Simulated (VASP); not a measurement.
A run of VASP 6.6.1 is set up as follows.

INCAR

```
  ALGO = Normal
  EDIFF = 1E-6
  ENCUT = 520
  GGA = PE
  ISIF = 2
  ISMEAR = 0
  LASPH = True
  LCHARG = False
  LREAL = False
  LWAVE = False
  NBANDS = 31
  NELM = 60
  PREC = Accurate
  SIGMA = 0.02
```

KPOINTS

```
k-points
0
Gamma
  12 12 4
```

File POSCAR:

```
Mg3CdTe4
1.0
    4.4111562940      0.0000000298      0.0000000000
   -2.2055781728      3.8201733957      0.0000000000
    0.0000000000      0.0000000000     14.2670757679
Mg Cd Te
3 1 4
Direct
    0.0000000000      0.0000000000      0.0000000000
    0.0000000000      0.0000000000      0.7515171851
    0.0000000000      0.0000000000      0.2484828149
    0.0000000000      0.0000000000      0.5000000000
    0.3333333333      0.6666666667      0.8761673554
    0.3333333333      0.6666666667      0.3706293991
    0.6666666667      0.3333333333      0.1238326446
    0.6666666667      0.3333333333      0.6293706009
```

Potentials or basis: VASP PAW PBE potentials, release 64 (Mg, Cd, Te).

Launch:

```bash
$ cat potpaw_PBE.64/Mg/POTCAR potpaw_PBE.64/Cd/POTCAR potpaw_PBE.64/Te/POTCAR > POTCAR
$ mpirun -np 1 vasp_std > vasp.out
```

Q: Predict the largest force.

A: 0.028 eV/Å.

Q: What does it give for the pressure?

A: -3.6 GPa.

Q: Estimate the band gap on the k mesh.

A: 0.35 eV (least direct gap 0.76 eV).

Forces on the atoms (eV/Å):
```
Mg   0.000  0.000  0.000
Mg   0.000  0.000  0.004
Mg   0.000  0.000 -0.004
Cd   0.000  0.000  0.000
Te   0.000  0.000 -0.001
Te   0.000  0.000 -0.028
Te   0.000  0.000  0.001
Te   0.000  0.000  0.028
```

Caveat: the cell stands under tension; semilocal functionals underestimate gaps, and a narrow one can read as zero; spin-orbit coupling is left out, which moves the levels of the heavy elements. A k mesh can miss the band edges.
